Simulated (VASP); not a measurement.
# Se (R-3m) in VASP: notebook

Runs on Se. Level: PBE. Tasks: single point.

Everything below comes from runs of VASP 6.6.1. Logs are shortened: lines on timing, memory, paths and dates and some standing lists are left out, and cuts for length are marked.

### 1 The cell of the first run

Symmetry: R-3m, No. 166, trigonal system. The conventional cell has a = 3.850 Å, b = 3.850 Å, c = 2.645 Å, α = 90.00°, β = 90.00°, γ = 120.00°. Within 3.2 Å of Se (site symmetry -3m) lie 14 Se at 2.39 to 2.84 Å.

### 2 Single point, PBE

Input file INCAR:

```
SYSTEM = Se
ALGO     = Normal         ! electronic algorithm
EDIFF    = 1E-6           ! SCF threshold, eV
ENCUT    = 520            ! plane-wave cutoff, eV
GGA      = PE             ! functional
ISIF     = 2              ! what is computed and relaxed
ISMEAR   = 1              ! smearing method
LASPH    = .True.         ! aspherical terms in the spheres
LCHARG   = .False.        ! write CHGCAR
LREAL    = .False.        ! projectors in reciprocal space
LWAVE    = .False.        ! write WAVECAR
NBANDS   = 9              ! bands
NELM     = 100            ! most SCF steps
PREC     = Accurate       ! precision mode
SIGMA    = 0.1            ! smearing width, eV
```

Input file KPOINTS:

```
k-points
0
Gamma
  4 4 4
  0 0 0
```

Input file POSCAR:

```
Se
1.0
    1.9250000000      1.1113992700      0.8816666700
   -1.9250000000      1.1113992700      0.8816666700
    0.0000000000     -2.2227985400      0.8816666700
Se
1
Direct
    0.0000000000      0.0000000000      0.0000000000
```

Potentials or basis: VASP PAW PBE potentials, release 64 (Se).

Command:

```console
> cat potpaw_PBE.64/Se/POTCAR > POTCAR
> mpirun -np 1 vasp_std > vasp.out
```

OUTCAR:

```text
SYSTEM = Se
   EDIFF = 1E-6
   ENCUT = 520
   GGA = PE
   ISIF = 2
   ISMEAR = 1
   LASPH = .True.
   LREAL = .False.
   NELM = 100
   PREC = Accurate

 ion  position               nearest neighbor table
   1  0.000  0.000  0.000-

  LATTYP: Found a trigonal (rhomboedric) cell.
 ALAT       =     2.3912694232
 COS(alpha) =    -0.2960878580

  Lattice vectors:

 A1 = (   1.9250000000,   1.1113992700,   0.8816666700)
 A2 = (  -1.9250000000,   1.1113992700,   0.8816666700)
 A3 = (   0.0000000000,  -2.2227985400,   0.8816666700)

Analysis of symmetry for initial positions (statically):
=====================================================================
 Subroutine PRICEL returns:
 Original cell was already a primitive cell.

 Routine SETGRP: Setting up the symmetry group for a
 trigonal (rhombohedral) supercell.

 Subroutine GETGRP returns: Found 12 space group operations
 (whereof 12 operations were pure point group operations)
 out of a pool of 12 trial point group operations.

The static configuration has the point symmetry D_3d.

Analysis of symmetry for dynamics (positions and initial velocities):
=====================================================================
 Subroutine PRICEL returns:
 Original cell was already a primitive cell.

 Routine SETGRP: Setting up the symmetry group for a
 trigonal (rhombohedral) supercell.

 Subroutine GETGRP returns: Found 12 space group operations
 (whereof 12 operations were pure point group operations)
 out of a pool of 12 trial point group operations.

The dynamic configuration has the point symmetry D_3d.

 Subroutine INISYM returns: Found 12 space group operations
 (whereof 12 operations are pure point group operations),
 and found     1 'primitive' translations

----------------------------------------------------------------------------------------

                                     Primitive cell

  volume of cell :      11.3177

  direct lattice vectors                    reciprocal lattice vectors
     1.925000000  1.111399270  0.881666670     0.259740260  0.149961109  0.378071832
    -1.925000000  1.111399270  0.881666670    -0.259740260  0.149961109  0.378071832
     0.000000000 -2.222798540  0.881666670     0.000000000 -0.299922217  0.378071832

  length of vectors
     2.391269423  2.391269423  2.391269426     0.482588486  0.482588486  0.482588486
[... 68 lines left out ...]
   LREAL  =      F    real-space projection
   EDIFFG = 0.1E-04   stopping-criterion for IOM
   NSW    =      0    number of steps for IOM
   IBRION =     -1    ionic relax: 0-MD 1-quasi-New 2-CG
   NFREE  =      0    steps in history (QN), initial steepest desc. (CG)
   ISIF   =      2    stress and relaxation
   ISYM   =      2    0-nonsym 1-usesym 2-fastsym
   POTIM  = 0.5000    time-step for ionic-motion
   TEBEG  =    0.0;   TEEND  =   0.0 temperature during run
   PSTRESS=    0.0 pullay stress
   NELECT =       6.0000    total number of electrons
   NUPDOWN=      -1.0000    fix difference up-down
   EMIN   =  10.00;   EMAX   =-10.00  energy-range for DOS
   EFERMI =   0.00;   METHOD = LEGACY
   ISMEAR =     1;   SIGMA  =   0.10  broadening in eV -4-tet -1-fermi 0-gaus
   EFERMI_NEDOS =   21; number of points for ismear=-14 and -15
   IALGO  =     38    algorithm
   IMIX   =      4    mixing-type and parameters
     AMIX     =   0.40;   BMIX     =  1.00
     AMIX_MAG =   1.60;   BMIX_MAG =  1.00
  volume/ion in A,a.u.               =      11.32        76.38
  Fermi-wavevector in a.u.,A,eV,Ry     =   1.324971  2.503832 23.885687  1.755548
  Thomas-Fermi vector in A             =   2.454466
   LORBIT       =      0    0 simple, 1 ext, 2 COOP (PROOUT), +10 PAW based schemes
   GGA     = PE    functional components
   LHFCALC =     F    Hartree Fock is set to
   AEXX    =    0.0000 exact exchange contribution
   IVDW    =     0    specifies the selected vdW correction
   LEPSILON=     F    determine dielectric tensor
   LRPA    =     F    only Hartree local field effects (RPA)
 non-spin polarized calculation
 Methfessel and Paxton  Order N= 1 SIGMA  =   0.10
  energy-cutoff  :      520.00
  volume of cell :       11.32
 maximum number of plane-waves:       313
 NGX is ok and might be reduce to    18
   NGX =  9   NGY =  9   NGZ =  9

 number of electron       6.0000000 magnetization

 Free energy of the ion-electron system (eV)
  ---------------------------------------------------
  ext. energy  EPLUGINS =         0.00000000
  ---------------------------------------------------
  free energy    TOTEN  =        -0.35571665 eV

  energy without entropy =       -0.35191190  energy(sigma->0) =       -0.35444840

 E-fermi :  14.1116     XC(G=0): -13.4470

 val. band max:       14.0985067980   @ k =  -0.2500   0.5000   0.2500
 cond. band min:      14.9170030643   @ k =  -0.2500   0.2500   0.2500
 fundamental gap:      0.8184962663
 Fermi energy:        14.1115998311

 k-point     1 :       0.0000    0.0000    0.0000
  band No.  band energies     occupation
      1      -8.7899      2.00000
      2      20.3867      0.00000
      3      22.6566      0.00000
      4      22.6566      0.00000
      5      27.2576      0.00000
      6      27.2576      0.00000
      7      29.7250      0.00000
      8      33.3934      0.00000
      9      33.3937      0.00000
[... 133 lines left out ...]
 k-point    13 :       0.5000    0.5000    0.5000
  band No.  band energies     occupation
      1       7.0979      2.00000
      2       8.0336      2.00000
      3       8.0336      2.00000
      4       9.9467      2.00000
      5      15.4184     -0.00000
      6      15.4184     -0.00000
      7      39.6532      0.00000
      8      39.7723      0.00000
      9      47.4407      0.00000

------------------------ aborting loop because EDIFF is reached ----------------------------------------

  FORCE on cell =-STRESS in cart. coord.  units (eV):
  Direction    XX          YY          ZZ          XY          YZ          ZX
  --------------------------------------------------------------------------------------
  -------------------------------------------------------------------------------------
  Total       10.1267494     10.1267495     13.4378753      0.0000000      0.0000000      0.0000000
  in kB     1433.5872592   1433.5872639   1902.3248134      0.0000000      0.0000000      0.0000000
  external PRESSURE =    1589.8331122 kB  Pullay stress =       0.0000000 kB

 VOLUME and BASIS-vectors are now :
 -----------------------------------------------------------------------------
  energy-cutoff  :      520.00
  volume of cell :       11.32
      direct lattice vectors                 reciprocal lattice vectors
     1.925000000  1.111399270  0.881666670     0.259740260  0.149961109  0.378071832
    -1.925000000  1.111399270  0.881666670    -0.259740260  0.149961109  0.378071832
     0.000000000 -2.222798540  0.881666670     0.000000000 -0.299922217  0.378071832

 POSITION                                       TOTAL-FORCE (eV/Angst)
 -----------------------------------------------------------------------------------
      0.00000      0.00000      0.00000         0.000000     -0.000000     -0.000000
 -----------------------------------------------------------------------------------
    total drift:                               -0.000000      0.000000      0.000000

  FREE ENERGIE OF THE ION-ELECTRON SYSTEM (eV)
  ---------------------------------------------------
  free  energy   TOTEN  =        -0.3557166510 eV

  energy  without entropy=       -0.3519119001  energy(sigma->0) =       -0.35444840
```

Run time: 1.4 s. Hardware: 1 thread of Intel Xeon 6975P-C (Granite Rapids), shared host; peak memory 0.11 GiB.

What came out:

| Property | Result |
| --- | --- |
| Free energy | -0.3557 eV |
| Pressure | 159.0 GPa |
| Band gap on the k mesh | zero (band 3 reaches 22.66 eV, above the bottom of band 4 at 7.03 eV) |

Caveat: the k points lie up to 0.76 Å⁻¹ apart.

### 3 Single point, PBE

Input file INCAR:

```
SYSTEM = Se
  PREC = Accurate
  ENCUT = 520
  EDIFF = 1E-6
  ISMEAR = 1
  SIGMA = 0.1
  LREAL = .FALSE.
  LASPH = .TRUE.
  NELM = 60
  ALGO = Normal
  ISIF = 2
  LWAVE = .FALSE.
  LCHARG = .TRUE.
  GGA = PE
  LELF = .TRUE.
  LVHAR = .TRUE.
  NBANDS = 9
```

Input file KPOINTS:

```
Automatic mesh
0
G
  5 5 5
  0 0 0
```

POSCAR is that of step 2.

Potentials or basis: VASP PAW PBE potentials, release 64 (Se).

Command:

```console
> cat potpaw_PBE.64/Se/POTCAR > POTCAR
> mpirun -np 1 vasp_std > vasp.out
```

OUTCAR:

```text
SYSTEM = Se
   PREC = Accurate
   ENCUT = 520
   EDIFF = 1E-6
   ISMEAR = 1
   LREAL = .FALSE.
   LASPH = .TRUE.
   NELM = 60
   ISIF = 2
   GGA = PE

 ion  position               nearest neighbor table
   1  0.000  0.000  0.000-

  LATTYP: Found a trigonal (rhomboedric) cell.
 ALAT       =     2.3912694232
 COS(alpha) =    -0.2960878580

  Lattice vectors:

 A1 = (   1.9250000000,   1.1113992700,   0.8816666700)
 A2 = (  -1.9250000000,   1.1113992700,   0.8816666700)
 A3 = (   0.0000000000,  -2.2227985400,   0.8816666700)

Analysis of symmetry for initial positions (statically):
=====================================================================
 Subroutine PRICEL returns:
 Original cell was already a primitive cell.

 Routine SETGRP: Setting up the symmetry group for a
 trigonal (rhombohedral) supercell.

 Subroutine GETGRP returns: Found 12 space group operations
 (whereof 12 operations were pure point group operations)
 out of a pool of 12 trial point group operations.

The static configuration has the point symmetry D_3d.
[... 155 lines left out ...]

 val. band max:       15.3468641188   @ k =  -0.4000   0.2000   0.2000
 cond. band min:      15.3934369430   @ k =  -0.4000   0.4000   0.2000
 fundamental gap:      0.0465728243
 Fermi energy:        15.3570971945

 k-point     1 :       0.0000    0.0000    0.0000
  band No.  band energies     occupation
      1      -8.7871      2.00000
      2      20.4026      0.00000
      3      22.6424      0.00000
      4      22.6424      0.00000
      5      27.2488      0.00000
      6      27.2488      0.00000
      7      29.7447      0.00000
      8      33.4122      0.00000
      9      33.4126      0.00000
[... 205 lines left out ...]
 k-point    19 :      -0.4000    0.4000    0.4000
  band No.  band energies     occupation
      1       2.7279      2.00000
      2       8.7570      2.00000
      3      10.0693      2.00000
      4      10.2541      2.00000
      5      16.1744     -0.00000
      6      20.1936      0.00000
      7      34.6252      0.00000
      8      41.2668      0.00000
      9      42.5898      0.00000

------------------------ aborting loop because EDIFF is reached ----------------------------------------

  FORCE on cell =-STRESS in cart. coord.  units (eV):
  Direction    XX          YY          ZZ          XY          YZ          ZX
  --------------------------------------------------------------------------------------
  -------------------------------------------------------------------------------------
  Total        9.6714063      9.6714063     13.3391563      0.0000000      0.0000000      0.0000000
  in kB     1369.1268770   1369.1268814   1888.3497300      0.0000000      0.0000000      0.0000000
  external PRESSURE =    1542.2011628 kB  Pullay stress =       0.0000000 kB

 VOLUME and BASIS-vectors are now :
 -----------------------------------------------------------------------------
  energy-cutoff  :      520.00
  volume of cell :       11.32
      direct lattice vectors                 reciprocal lattice vectors
     1.925000000  1.111399270  0.881666670     0.259740260  0.149961109  0.378071832
    -1.925000000  1.111399270  0.881666670    -0.259740260  0.149961109  0.378071832
     0.000000000 -2.222798540  0.881666670     0.000000000 -0.299922217  0.378071832

 POSITION                                       TOTAL-FORCE (eV/Angst)
 -----------------------------------------------------------------------------------
      0.00000      0.00000      0.00000         0.000000      0.000000      0.000000
 -----------------------------------------------------------------------------------
    total drift:                               -0.000000     -0.000000      0.000000

  FREE ENERGIE OF THE ION-ELECTRON SYSTEM (eV)
  ---------------------------------------------------
  free  energy   TOTEN  =        -0.2818617098 eV

  energy  without entropy=       -0.2791071243  energy(sigma->0) =       -0.28094351
```

stdout:

```text
POSCAR found type information on POSCAR Se
 POSCAR found :  1 types and       1 ions
 scaLAPACK will be used
 LDA part: xc-table for (Slater+PW92), standard interpolation
 POSCAR, INCAR and KPOINTS ok, starting setup
 FFT: planning ... GRIDC
 FFT: planning ... GRID_SOFT
 FFT: planning ... GRID
 WAVECAR not read
 entering main loop
```

It took 1.7 s on 1 thread of Intel Xeon 6975P-C (Granite Rapids), shared host; peak memory 0.11 GiB.

What came out:

```yaml
Free_energy: -0.2819 eV
Pressure: 154.2 GPa
Band_gap_on_the_k_mesh: zero (band 3 reaches 22.64 eV, above the bottom of band 4 at 9.12 eV)
```

Levels at points of the mesh, in eV from the Fermi level:
| k point | band 1 | band 2 | band 3 | band 4 | band 5 | band 6 | band 7 |
| --- | --- | --- | --- | --- | --- | --- | --- |
| (0.00, 0.00, 0.00) | -24.14 | 5.05 | 7.29 | 7.29 | 11.89 | 11.89 | 14.39 |

Caveat: the k points lie up to 0.61 Å⁻¹ apart.

### 4 Single point, PBE

Input file INCAR:

```
SYSTEM = Se
ALGO     = Normal         ! electronic algorithm
EDIFF    = 1E-7           ! SCF threshold, eV
ENCUT    = 520            ! plane-wave cutoff, eV
GGA      = PE             ! functional
ISIF     = 2              ! what is computed and relaxed
ISMEAR   = 1              ! smearing method
LASPH    = .TRUE.         ! aspherical terms in the spheres
LCHARG   = .FALSE.        ! write CHGCAR
LREAL    = .FALSE.        ! projectors in reciprocal space
LWAVE    = .FALSE.        ! write WAVECAR
NBANDS   = 9              ! bands
NELM     = 60             ! most SCF steps
PREC     = Accurate       ! precision mode
SIGMA    = 0.1            ! smearing width, eV
```

Input file KPOINTS:

```
k-points
0
G
  6 6 6
  0 0 0
```

POSCAR is that of step 3.

Command:

```console
> cat potpaw_PBE.64/Se/POTCAR > POTCAR
> mpirun -np 1 vasp_std > vasp.out
```

Wall time 2 s (1 thread of Intel Xeon 6975P-C (Granite Rapids), shared host); peak memory 0.11 GiB.

The run converged. Its results:

```
Free energy            : -0.3452 eV
Pressure               : 155.6 GPa
Band gap on the k mesh : zero (band 3 reaches 22.64 eV, above the bottom of band 4 at 9.97 eV)
```

Stress tensor (GPa, compression positive):
```
155.44   0.00   0.00
  0.00 155.44   0.00
  0.00   0.00 155.80
```

Levels at points of the mesh, in eV from the Fermi level:
```
           k point  band 1  band 2  band 3  band 4  band 5  band 6  band 7
(0.00, 0.00, 0.00)  -23.70    5.50    7.73    7.73   12.34   12.34   14.83
(0.50, 0.00, 0.00)  -16.43  -13.26    1.64    4.52    7.66    9.19   23.69
(0.50, 0.50, 0.00)  -14.45  -12.74   -1.50    4.79    4.80    9.61   20.65
(0.50, 0.50, 0.50)   -7.81   -6.88   -6.88   -4.94    0.52    0.52   24.75
```

Caveat: the k points lie up to 0.51 Å⁻¹ apart.

### 5 The runs side by side

| k mesh | gap on the mesh (eV) | pressure (GPa) |
| --- | --- | --- |
| 4 × 4 × 4 | none | 159.0 |
| 5 × 5 × 5 | none | 154.2 |
| 6 × 6 × 6 | none | 155.6 |

Alike in all rows: task single point; level PBE; potentials or basis VASP PAW PBE potentials, release 64 (Se); no spin polarisation; cell as given; cutoff (eV) 520; smearing methfessel-paxton 0.1 eV.

Caveats: all runs use coarse meshes.

Absolute energies hang on the potentials; compare differences alone.
